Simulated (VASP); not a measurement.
Set up this calculation in VASP 6.6.1, as the native input.

| Property | Result |
| --- | --- |
| Task | single point |
| Functional | PBE |
| Potentials or basis | VASP PAW PBE potentials, release 64 (In_d, Ge_d, O) |
| Cutoff | 520 eV |
| k mesh | 6 × 6 × 4 |
| Occupations | gaussian, width 0.1 eV |
| Spin | no spin polarisation |
| Dipole correction | no |
| Further INCAR settings | ALGO = Normal; EDIFF = 1e-06; NBANDS = 31 |

The structure of In2GeO lies in POSCAR:

```
In2GeO
1.0
    4.8962424600      0.0000000000      0.0000000000
   -2.4481212300      4.2402703600      0.0000000000
    0.0000000000      0.0000000000      4.6756493200
In Ge O
2 1 1
Direct
    0.3333333300      0.6666666700      0.6882289200
    0.6666666700      0.3333333300      0.3117710800
    0.0000000000      0.0000000000      0.0000000000
    0.0000000000      0.0000000000      0.5000000000
```

The cell was generated, and may not be a known phase.

One way to write it, as run:

INCAR

```
ALGO = Normal
EDIFF = 1E-6
ENCUT = 520
GGA = PE
ISIF = 2
ISMEAR = 0
LASPH = T
LCHARG = T
LELF = T
LREAL = F
LVHAR = T
LWAVE = F
NBANDS = 31
NELM = 60
PREC = Accurate
SIGMA = 0.1
```

KPOINTS

```
k-points
0
Gamma
  6 6 4
```

Potentials or basis: VASP PAW PBE potentials, release 64 (In_d, Ge_d, O).

Command:

```sh
$ cat potpaw_PBE.64/In_d/POTCAR potpaw_PBE.64/Ge_d/POTCAR potpaw_PBE.64/O/POTCAR > POTCAR
$ mpirun -np 1 vasp_std > vasp.out
```

It gave:

```json
{"Pressure": "-5.4 GPa", "Largest force": "0.205 eV/Å", "Band gap on the k mesh": "zero (bands 23 and 24 overlap by 1.68 eV)"}
```

Caveat: the cell stands under tension; spin-orbit coupling is left out, which moves the levels of the heavy elements.

Run time: 62 s on 1 thread of Intel(R) Xeon(R) Platinum 8488C (Sapphire Rapids), with other jobs on the host, peak memory 0.24 GiB.
